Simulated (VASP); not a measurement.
A run of VASP 6.6.1 is set up as follows.

File INCAR:

```
SYSTEM = Cs
ALGO     = Normal         ! electronic algorithm
EDIFF    = 1E-6           ! SCF threshold, eV
ENCUT    = 520            ! plane-wave cutoff, eV
GGA      = RP             ! functional
ISIF     = 2              ! what is computed and relaxed
ISMEAR   = -1             ! smearing method
LASPH    = .True.         ! aspherical terms in the spheres
LCHARG   = .True.         ! write CHGCAR
LELF     = .True.         ! ELF
LREAL    = .False.        ! projectors in reciprocal space
LVHAR    = .True.       
LWAVE    = .False.        ! write WAVECAR
NBANDS   = 16             ! bands
NELM     = 60             ! most SCF steps
PREC     = Accurate       ! precision mode
SIGMA    = 0.1            ! smearing width, eV
```

The input KPOINTS:

```
k-points
0
Gamma
  5 5 5
  0 0 0
```

File POSCAR:

```
Cs
1.0
    0.0000000000      5.9497129522      5.9497129522
    5.9497129522      0.0000000000      5.9497129522
    5.9497129522      5.9497129522      0.0000000000
Cs
2
Direct
    0.1250000000      0.1250000000      0.1250000000
    0.8750000000      0.8750000000      0.8750000000
```

Potentials or basis: VASP PAW PBE potentials, release 64 (Cs_sv).

Launch:

```console
$ cat potpaw_PBE.64/Cs_sv/POTCAR > POTCAR
$ mpirun -np 1 vasp_std > vasp.out
```

Problem. Estimate the band gap on the k mesh.

Solution. 0.13 eV, direct.

Problem. What does it give for the pressure?

Solution. 0.0 GPa.

Caveat: the PAW data sets were made with another functional, which shifts forces and pressure a little; spin-orbit coupling is left out, which moves the levels of the heavy elements. A k mesh can miss the band edges.
